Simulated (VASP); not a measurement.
Input of a VASP 6.6.1 run:

INCAR

```
SYSTEM = Ru
ALGO = Fast
EDIFF = 1E-6
EDIFFG = -0.01
ENCUT = 600
GGA = PE
IBRION = 2
ISIF = 3
ISMEAR = 0
LASPH = .True.
LCHARG = .False.
LREAL = .False.
LWAVE = .False.
NELM = 100
NSW = 100
PREC = Accurate
SIGMA = 0.1
```

File KPOINTS:

```
k-points
0
Gamma
  24 24 14
  0 0 0
```

POSCAR

```
Ru
1.0
    2.7201646506      0.0000000000      0.0000000000
   -1.3600823253      2.3557316899      0.0000000000
    0.0000000000      0.0000000000      4.2953711307
Ru
2
Direct
    0.3333333333      0.6666666667      0.7500000000
    0.6666666667      0.3333333333      0.2500000000
```

Potentials or basis: VASP PAW PBE potentials, release 64 (Ru_pv).

Run with:

```bash
$ cat potpaw_PBE.64/Ru_pv/POTCAR > POTCAR
$ mpirun -np 1 vasp_std > vasp.out
```

Problem. What does it give for the band gap on the k mesh?

Solution. Zero (bands 14 and 15 overlap by 3.10 eV).

Final structure:
```yaml
crystal:
  lattice:
    - [2.72125, 0.00000, 0.00000]
    - [-1.36063, 2.35667, 0.00000]
    - [0.00000, 0.00000, 4.29152]
  atoms:
    - { symbol: Ru, position: [0.33333, 0.66667, 0.75000] }
    - { symbol: Ru, position: [0.66667, 0.33333, 0.25000] }
```
